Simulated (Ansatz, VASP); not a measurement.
**SrO: VASP beside Ansatz**

```xyz
2
Lattice="0.0257 2.5826 2.5826 2.5826 0.0257 2.5826 2.5826 2.5826 0.0257" Properties=species:S:1:pos:R:3 pbc="T T T"
Sr    0.0000    0.0000    0.0000
O     2.5955    2.5955    2.5955
```

Change from the starting cell: equal xy, yz and zx shear strains of +1 %.

Alike in both runs: task single point; functional PBEsol; k mesh 8 × 8 × 8; occupations fermi-dirac, width 0.03 eV; no spin polarisation.

|  | VASP | Ansatz |
| --- | --- | --- |
| version | VASP 6.6.1 | Ansatz 0.2.0 |
| potentials or method | VASP PAW PBE potentials, release 64 (Sr_sv, O), cutoff 520 eV | all-electron LAPW, scalar-relativistic |

Ansatz gave:

| Item | Value |
| --- | --- |
| gap on the k mesh at the Fermi level (eV) | 3.19 |
| pressure (GPa) | -0.9 |
| traceless stress, the component that is largest in VASP (GPa) | -0.56 |

Problem. What did VASP give for the same quantities?

Solution. gap on the k mesh at the Fermi level (eV): 3.14; pressure (GPa): -0.3; traceless stress, the component that is largest in VASP (GPa): -0.56.

VASP's potentials were made for PBE, not for PBEsol. Ansatz ran all-electron here, and VASP with PAW potentials.
